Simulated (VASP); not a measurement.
Wanted: the native input for a VASP 6.6.1 run.

* Task: relaxation of cell and atoms
* Functional: LDA
* Potentials or basis: VASP PAW LDA potentials, release 64 (Ca_sv, O)
* Cutoff: 600 eV
* k mesh: 10 × 10 × 10
* Occupations: fermi-dirac, width 0.05 eV
* Spin: no spin polarisation
* Dipole correction: no
* Further INCAR settings: ALGO = Normal; EDIFF = 1e-06; IBRION = 2; EDIFFG = -0.01; NSW = 80; ISIF = 3

The structure of CaO lies in POSCAR:

```
CaO
1.0
    0.0000000000      2.4035556960      2.4035556960
    2.4035556960      0.0000000000      2.4035556960
    2.4035556960      2.4035556960      0.0000000000
Ca O
1 1
Direct
    0.0000000000      0.0000000000      0.0000000000
    0.5000000000      0.5000000000      0.5000000000
```

The input as run:

INCAR

```
SYSTEM = CaO
  PREC = Accurate
  ENCUT = 600
  EDIFF = 1E-6
  ISMEAR = -1
  SIGMA = 0.05
  LREAL = .False.
  LASPH = .True.
  NELM = 60
  ALGO = Normal
  ISIF = 3
  LWAVE = .False.
  LCHARG = .False.
  IBRION = 2
  NSW = 80
  EDIFFG = -0.01
```

KPOINTS

```
regular mesh
0
Gamma
  10 10 10
  0 0 0
```

Potentials or basis: VASP PAW LDA potentials, release 64 (Ca_sv, O).

Launch:

```sh
$ cat potpaw_LDA.64/Ca_sv/POTCAR potpaw_LDA.64/O/POTCAR > POTCAR
$ mpirun -np 1 vasp_std > vasp.out
```

Results of the run:

| Quantity | Value |
| --- | --- |
| Relaxed volume | 13.12 Å³/atom |
| Relaxed cell | a = 3.336 Å, b = 3.336 Å, c = 3.336 Å, α = 60.00°, β = 60.00°, γ = 60.00° |
| Space group after relaxing (to 0.05 Å) | Fm-3m (No. 225) |
| Energy gained by relaxing | 16.0 meV/atom |
| Ionic steps | 3 |
| Pressure after relaxing | 0.0 GPa |
| Band gap on the k mesh | 3.43 eV, indirect (least direct gap 3.79 eV) |

Run time: 22 s on 1 thread of Intel(R) Xeon(R) 6975P-C (Granite Rapids), with other jobs on the host, peak memory 0.16 GiB.
